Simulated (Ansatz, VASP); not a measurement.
AgCl: VASP beside Ansatz

The input INCAR:

```
SYSTEM = AgCl
ALGO     = Normal         ! electronic algorithm
EDIFF    = 1E-6           ! SCF threshold, eV
ENCUT    = 520            ! plane-wave cutoff, eV
GGA      = PS             ! functional
ISIF     = 2              ! what is computed and relaxed
ISMEAR   = -1             ! smearing method
LASPH    = .TRUE.         ! aspherical terms in the spheres
LCHARG   = .FALSE.        ! write CHGCAR
LREAL    = .FALSE.        ! projectors in reciprocal space
LWAVE    = .FALSE.        ! write WAVECAR
NBANDS   = 16             ! bands
NELM     = 100            ! most SCF steps
PREC     = Accurate       ! precision mode
SIGMA    = 0.05           ! smearing width, eV
```

The input KPOINTS:

```
k-points
0
G
  4 4 4
  0 0 0
```

Contents of POSCAR:

```
AgCl
1.0
   -0.0002096494      2.7451993571      2.7576485390
    2.7664937477     -0.0579031718      2.8153520447
    2.7039183889      2.7403175207      0.0046721870
Ag Cl
1 1
Direct
    0.9913900000      0.9913900000      0.0064700000
    0.5029000000      0.4882800000      0.5132200000
```

Input for Ansatz:

```yaml
crystal:
  lattice:
    - [-0.0002096494150408752, 2.74519935707261, 2.757648539003847]
    - [2.766493747657476, -0.0579031717731941, 2.815352044667478]
    - [2.7039183889205143, 2.740317520693801, 0.004672186963768076]
  atoms:
    - { symbol: Ag, position: [0.99139, 0.99139, 0.00647] }
    - { symbol: Cl, position: [0.5029, 0.48828, 0.51322] }
basis:
  ecutwfc: 540.0
  xc_grid: 2
kpoints:
  mp_grid:
    grid: [4, 4, 4]
hamiltonian:
  xc: pbesol
scf:
  convergence:
    dr2_threshold: 1.0e-09
  occupations:
    method: fermi_dirac
    width: 0.05
output:
  forces: true
  stress: true
```

Alike in both runs: task single point; functional PBEsol; k mesh 4 × 4 × 4; occupations fermi-dirac, width 0.05 eV; no spin polarisation.

|  | VASP | Ansatz |
| --- | --- | --- |
| version | VASP 6.6.1 | Ansatz 0.2.0 |
| potentials or method | VASP PAW PBE potentials, release 64 (Ag, Cl), cutoff 520 eV | plane waves, PAW |
| valence electrons in the cell | 18 | 26 |

Ansatz gave:

```
pressure (GPa)                                                : -2.0
traceless stress, the component that is largest in VASP (GPa) : -0.15
rms of the force components (eV/Å)                            : 0.024
```

Q: Which values does VASP return?

A: Pressure (GPa): -2.1; traceless stress, the component that is largest in VASP (GPa): -0.15; rms of the force components (eV/Å): 0.023.

VASP's potentials were made for PBE, not for PBEsol. Atom by atom the forces differ by 0.000 eV/Å (rms over components). VASP's potentials hold 18 valence electrons a cell and Ansatz's 26, so a difference there can come from the potentials and not from the codes. Ansatz's warnings: stress scf threshold loose.

The k mesh is coarse, so the values compare programs but aren't converged.
